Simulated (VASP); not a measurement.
# TaN: single point with LDA

The system is TaN.

```
CELL_PARAMETERS angstrom
0.00000 2.20863 2.20863
2.20863 0.00000 2.20863
2.20863 2.20863 0.00000
ATOMIC_POSITIONS crystal
Ta 0.50000 0.50000 0.50000
N 0.00000 0.00000 0.00000
```

```json
{
  "Program": "VASP 6.6.1",
  "Task": "single point",
  "Functional": "LDA",
  "Potentials or basis": "VASP PAW LDA potentials, release 64 (Ta_pv, N)",
  "Cutoff": "600 eV",
  "k mesh": "16 × 16 × 16",
  "Occupations": "gaussian, width 0.1 eV",
  "Spin": "no spin polarisation",
  "Dipole correction": "no",
  "Further INCAR settings": "ALGO = Normal; EDIFF = 1e-06; NBANDS = 15"
}
```

* Pressure: -14.3 GPa
* Band gap on the k mesh: zero (band 8 reaches 11.08 eV, above the bottom of band 9 at 7.15 eV)

Levels at points of the mesh, in eV from the Fermi level:
```tsv
k point	band 5	band 6	band 7	band 8	band 9	band 10	band 11	band 12
(0.00, 0.00, 0.00)	-3.72	-3.72	-3.72	-2.08	-2.08	-2.08	0.00	0.00
(0.50, 0.00, 0.00)	-10.21	-7.46	-7.46	1.85	1.85	1.96	3.92	7.37
(0.50, 0.50, 0.00)	-6.50	-5.37	-4.53	-4.53	2.02	3.46	3.46	4.49
```

Wall time 53 s on 1 thread of Intel Xeon 6975P-C, on a shared host, peak memory 0.19 GiB.

Caveat: spin-orbit coupling is left out, which moves the levels of the heavy elements.
